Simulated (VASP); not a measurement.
# GaN (P6_3mc) in VASP: further runs, part 3 of 3

VASP 6.6.1. Earlier steps stand in the parts before.

## Step 4: Single point, r2SCAN

This run uses another cell than the first one, of 11.37 Å³/atom.

Contents of POSCAR:

```
GaN
1.0
    3.1831025582      0.0000000000      0.0000000000
   -1.5915512791      2.7566476782      0.0000000000
    0.0000000000      0.0000000000      5.1835786677
Ga N
2 2
Direct
    0.3333333333      0.6666666667     -0.0008903618
    0.6666666667      0.3333333333      0.4991096382
    0.3333333333      0.6666666667      0.3758903618
    0.6666666667      0.3333333333      0.8758903618
```

Contents of INCAR.step1:

```
PREC = Accurate
ENCUT = 520
ISMEAR = -1
SIGMA = 0.08
LREAL = False
LASPH = True
NELM = 80
NBANDS = 26
GGA = PE
ALGO = Normal
EDIFF = 1E-4
LWAVE = True
LCHARG = False
```

Contents of INCAR.step2:

```
PREC = Accurate
ENCUT = 520
EDIFF = 1E-6
ISMEAR = -1
SIGMA = 0.08
LREAL = False
LASPH = True
NELM = 80
ALGO = Normal
ISIF = 2
LWAVE = False
LCHARG = True
METAGGA = R2SCAN
LMIXTAU = True
LELF = True
LVHAR = True
NBANDS = 26
ISTART = 1
```

Contents of KPOINTS:

```
regular mesh
0
Gamma
  10 10 6
```

Potentials or basis: VASP PAW PBE potentials, release 64 (Ga_d, N).

Launch:

```sh
cat potpaw_PBE.64/Ga_d/POTCAR potpaw_PBE.64/N/POTCAR > POTCAR
cp INCAR.step1 INCAR
mpirun -np 1 vasp_std > vasp.out
cp INCAR.step2 INCAR
mpirun -np 1 vasp_std > vasp.out
```

OUTCAR:

```text
PREC = Accurate
   ENCUT = 520
   EDIFF = 1E-6
   ISMEAR = -1
   LREAL = False
   LASPH = True
   NELM = 80
   ISIF = 2
   METAGGA = R2SCAN
   ISTART = 1

 ion  position               nearest neighbor table
   1  0.333  0.667  0.999-   4 1.95   4 1.95   4 1.95   3 1.95
   2  0.667  0.333  0.499-   3 1.95   3 1.95   3 1.95   4 1.95
   3  0.333  0.667  0.376-   2 1.95   2 1.95   2 1.95   1 1.95
   4  0.667  0.333  0.876-   1 1.95   1 1.95   1 1.95   2 1.95

  LATTYP: Found a hexagonal cell.
 ALAT       =     3.1831025582
 C/A-ratio  =     1.6284673751

  Lattice vectors:

 A1 = (   3.1831025582,   0.0000000000,   0.0000000000)
 A2 = (  -1.5915512791,   2.7566476782,   0.0000000000)
 A3 = (   0.0000000000,   0.0000000000,   5.1835786677)

Analysis of symmetry for initial positions (statically):
=====================================================================
 Subroutine PRICEL returns:
 Original cell was already a primitive cell.

 Routine SETGRP: Setting up the symmetry group for a
 hexagonal supercell.

 Subroutine GETGRP returns: Found 12 space group operations
 (whereof  6 operations were pure point group operations)
[... 170 lines left out ...]
 E-fermi :   6.3620     XC(G=0): -12.6638

 val. band max:        5.1016642497   @ k =   0.0000   0.0000   0.0000
 cond. band min:       7.4454670496   @ k =   0.0000   0.0000   0.0000
 fundamental gap:      2.3438027999
 Fermi energy:         6.3620129454

 k-point     1 :       0.0000    0.0000    0.0000
  band No.  band energies     occupation
      1     -11.7108      2.00000
      2     -10.7043      2.00000
      3      -8.7269      2.00000
      4      -8.7111      2.00000
      5      -8.7111      2.00000
      6      -8.6425      2.00000
[... 685 lines left out ...]
     25      17.8951      0.00000
     26      19.3772      0.00000

 [... further k-points ...]

------------------------ aborting loop because EDIFF is reached ----------------------------------------

  FORCE on cell =-STRESS in cart. coord.  units (eV):
  Direction    XX          YY          ZZ          XY          YZ          ZX
  --------------------------------------------------------------------------------------
  -------------------------------------------------------------------------------------
  Total        0.3185075      0.3185075      0.2822492      0.0000000      0.0000000      0.0000000
  in kB       11.2193760     11.2193760      9.9421821      0.0000000      0.0000000      0.0000000
  external PRESSURE =      10.7936447 kB  Pullay stress =       0.0000000 kB

 VOLUME and BASIS-vectors are now :
 -----------------------------------------------------------------------------
  energy-cutoff  :      520.00
  volume of cell :       45.48
      direct lattice vectors                 reciprocal lattice vectors
     3.183102558  0.000000000  0.000000000     0.314158901  0.181379726  0.000000000
    -1.591551279  2.756647678  0.000000000     0.000000000  0.362759452  0.000000000
     0.000000000  0.000000000  5.183578668     0.000000000  0.000000000  0.192916914

 POSITION                                       TOTAL-FORCE (eV/Angst)
 -----------------------------------------------------------------------------------
     -0.00000      1.83777      5.17896         0.000000      0.000000      0.005324
      1.59155      0.91888      2.58717        -0.000000     -0.000000      0.005324
     -0.00000      1.83777      1.94846        -0.000000     -0.000000     -0.005324
      1.59155      0.91888      4.54025         0.000000     -0.000000     -0.005324
 -----------------------------------------------------------------------------------
    total drift:                                0.000002      0.000004      0.034473

  FREE ENERGIE OF THE ION-ELECTRON SYSTEM (eV)
  ---------------------------------------------------
  free  energy   TOTEN  =       -43.8208616209 eV

  energy  without entropy=      -43.8208616094  energy(sigma->0) =      -43.82086162
```

OSZICAR.step1:

```text
N       E                     dE             d eps       ncg     rms          rms(c)
DAV:   1     0.279627280420E+03    0.27963E+03   -0.17578E+04  3188   0.258E+03
DAV:   2     0.826874539353E+01   -0.27136E+03   -0.25612E+03  3160   0.492E+02
DAV:   3    -0.270975939018E+02   -0.35366E+02   -0.34851E+02  3490   0.143E+02
DAV:   4    -0.283023269323E+02   -0.12047E+01   -0.11989E+01  3388   0.283E+01
DAV:   5    -0.283289301384E+02   -0.26603E-01   -0.26570E-01  3650   0.405E+00    0.110E+01
DAV:   6    -0.242172232507E+02    0.41117E+01   -0.10071E+01  4820   0.492E+01    0.306E+00
DAV:   7    -0.243152419036E+02   -0.98019E-01   -0.14217E+00  3078   0.902E+00    0.271E+00
DAV:   8    -0.243101346914E+02    0.51072E-02   -0.14116E-01  4760   0.505E+00    0.764E-01
DAV:   9    -0.242966387292E+02    0.13496E-01   -0.46060E-02  4770   0.365E+00    0.339E-01
DAV:  10    -0.242971945739E+02   -0.55584E-03   -0.40059E-03  3076   0.411E-01    0.638E-02
DAV:  11    -0.242971542973E+02    0.40277E-04   -0.39493E-04  3508   0.373E-01
   1 F= -.24297154E+02 E0= -.24297154E+02  d E =-.123744E-06
```

It took 4.2 min on 1 thread of Intel Xeon 8259CL, shared host; peak memory 0.2 GiB.

What came out:

- Free energy: -43.8209 eV
- Pressure: 1.1 GPa
- Largest force: 0.005 eV/Å
- Band gap on the k mesh: 2.34 eV

Forces in eV/Å, atoms in the order of the input:
```
Ga   0.000  0.000  0.005
Ga   0.000  0.000  0.005
N    0.000  0.000 -0.005
N    0.000  0.000 -0.005
```

Stress tensor (GPa, compression positive):
```
1.12 0.00 0.00
0.00 1.12 0.00
0.00 0.00 0.99
```

Caveat: the PAW data sets were made with another functional, which shifts forces and pressure a little.

## Step 5: Relaxation of cell and atoms, r2SCAN

This run uses another cell than the first one, of 11.31 Å³/atom.

Contents of POSCAR:

```
GaN
1.0
    3.1800000000      0.0000000000      0.0000000000
   -1.5900000000      2.7539607840      0.0000000000
    0.0000000000      0.0000000000      5.1660000000
Ga N
2 2
Direct
    0.3333333333      0.6666666667      0.0000000000
    0.6666666667      0.3333333333      0.5000000000
    0.3333333333      0.6666666667      0.3750000000
    0.6666666667      0.3333333333      0.8750000000
```

Contents of INCAR.step1:

```
SYSTEM = GaN
PREC = Accurate
ENCUT = 600
ISMEAR = -1
SIGMA = 0.08
LREAL = .FALSE.
LASPH = .TRUE.
NELM = 100
GGA = PE
ALGO = Normal
EDIFF = 1E-4
LWAVE = .TRUE.
LCHARG = .FALSE.
```

Contents of INCAR.step2:

```
SYSTEM = GaN
PREC = Accurate
ENCUT = 600
EDIFF = 1E-6
ISMEAR = -1
SIGMA = 0.08
LREAL = .FALSE.
LASPH = .TRUE.
NELM = 100
ALGO = Normal
ISIF = 3
LWAVE = .FALSE.
LCHARG = .FALSE.
METAGGA = R2SCAN
LMIXTAU = .TRUE.
IBRION = 2
NSW = 100
EDIFFG = -0.002
ISTART = 1
```

Contents of KPOINTS:

```
regular mesh
0
G
  10 10 6
  0 0 0
```

Launch:

```sh
cat potpaw_PBE.64/Ga_d/POTCAR potpaw_PBE.64/N/POTCAR > POTCAR
cp INCAR.step1 INCAR
mpirun -np 1 vasp_std > vasp.out
cp INCAR.step2 INCAR
mpirun -np 1 vasp_std > vasp.out
```

Wall time 35 min (1 thread of Intel Xeon 8259CL, shared host); peak memory 0.24 GiB.

It converged, with:

| Property | Result |
| --- | --- |
| Free energy | -43.8232 eV |
| Relaxed volume | 11.44 Å³/atom |
| Relaxed cell | a = 3.189 Å, b = 3.189 Å, c = 5.195 Å, α = 90.00°, β = 90.00°, γ = 120.00° |
| Space group after relaxing (to 0.1 Å) | P6_3mc (No. 186) |
| Energy gained by relaxing | 1.3 meV/atom |
| Ionic steps | 10 |
| Pressure after relaxing | 0.0 GPa |
| Band gap on the k mesh | 2.30 eV |

Step by step:
| step | energy change (eV) | largest force (eV/Å) | pressure (GPa) | volume (Å³) |
| --- | --- | --- | --- | --- |
| 1 | 0.0000 | 0.1447 | 2.20 | 45.24 |
| 2 | 0.0000 | 0.0948 | -2.16 | 46.27 |
| 3 | -0.0051 | 0.0186 | -0.01 | 45.74 |
| 4 | -0.0051 | 0.0155 | -0.08 | 45.75 |
| 5 | -0.0051 | 0.0004 | 0.03 | 45.74 |
| 6 | -0.0051 | 0.0041 | 0.08 | 45.74 |
| 7 | -0.0051 | 0.0007 | -0.08 | 45.76 |
| 8 | -0.0051 | 0.0019 | 0.00 | 45.75 |
| 9 | -0.0051 | 0.0026 | -0.04 | 45.75 |
| 10 | -0.0051 | 0.0011 | -0.02 | 45.75 |

Final structure:
```
Ga N
1.0
     3.18891    0.00000    0.00000
    -1.59445    2.76168    0.00000
     0.00000    0.00000    5.19468
Ga N
2 2
Direct
  0.33333 0.66667 0.99911
  0.66667 0.33333 0.49911
  0.33333 0.66667 0.37589
  0.66667 0.33333 0.87589
```

Levels at points of the mesh, in eV from the valence-band top:
| k point | band 16 | band 17 | band 18 | band 19 | band 20 | band 21 |
| --- | --- | --- | --- | --- | --- | --- |
| (0.00, 0.00, 0.00) | -0.04 | 0.00 | 0.00 | 2.30 | 4.78 | 9.92 |
| (0.50, 0.00, 0.00) | -2.81 | -2.22 | -1.03 | 5.56 | 6.09 | 6.53 |
| (0.00, 0.00, 0.50) | -0.54 | -0.54 | -0.54 | 4.73 | 4.73 | 9.14 |
| (0.50, 0.00, 0.50) | -1.99 | -1.94 | -1.94 | 4.87 | 4.87 | 8.38 |

Caveat: the PAW data sets were made with another functional, which shifts forces and pressure a little.

## Step 6: Overview

```csv
task,cell,k mesh,cutoff (eV),smearing,gap on the mesh (eV),pressure (GPa),largest force (eV/Å)
single point,"a = 3.247, b = 3.247, c = 5.121 Å, angles 90.0, 90.0, 120.0°, 4 atoms, atomic positions A",8 × 8 × 4,520,gaussian 0.01 eV,2.16,-3.9,0.34
single point,"a = 3.247, b = 3.247, c = 5.135 Å, angles 90.0, 90.0, 120.0°, 4 atoms, atomic positions B",8 × 8 × 4,520,gaussian 0.01 eV,2.09,-4.6,0.02
single point,"a = 3.183, b = 3.183, c = 5.184 Å, angles 90.0, 90.0, 120.0°, 4 atoms, atomic positions A",10 × 10 × 6,520,fermi-dirac 0.08 eV,2.34,1.1,0.01
relaxation of cell and atoms,"relaxed from a = 3.180, b = 3.180, c = 5.166 Å, angles 90.0, 90.0, 120.0°, 4 atoms, atomic positions A",10 × 10 × 6,600,fermi-dirac 0.08 eV,2.30,0.0,-
```

Alike in all rows: level r2SCAN; potentials or basis VASP PAW PBE potentials, release 64 (Ga_d, N); no spin polarisation.

Caveats: the PAW data sets were made with another functional, which shifts forces and pressure a little; the cell stands under tension (at least some runs).

Total energies depend on the potentials used, so only differences within one code and one set of settings carry meaning.
